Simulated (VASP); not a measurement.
The system is Ta.

```
CELL_PARAMETERS angstrom
-1.65128 1.65128 1.65128
1.65128 -1.65128 1.65128
1.65128 1.65128 -1.65128
ATOMIC_POSITIONS crystal
Ta 0.00000 0.00000 0.00000
```

Base run:

```yaml
Program: VASP 6.6.1
Functional: PBEsol
Potentials_or_basis: VASP PAW PBE potentials, release 64 (Ta_pv)
Cutoff: 520 eV
k_mesh: 17 × 17 × 17
Occupations: fermi-dirac, width 0.08 eV
Spin: no spin polarisation
```

Its results: band gap on the k mesh zero (an odd number of electrons rules out a gap without spin polarisation); pressure -3.6 GPa.

Question: The run is repeated on the same cell with these changes: functional from PBEsol to LDA; potentials or basis from VASP PAW PBE potentials, release 64 (Ta_pv) to VASP PAW LDA potentials, release 64 (Ta_pv). What comes out?

Answer: Band gap on the k mesh zero (an odd number of electrons rules out a gap without spin polarisation); pressure -8.2 GPa.

Caveats: the cell stands under tension; spin-orbit coupling is left out, which moves the levels of the heavy elements; the PAW data sets were made with another functional, which shifts forces and pressure a little (at least some runs).
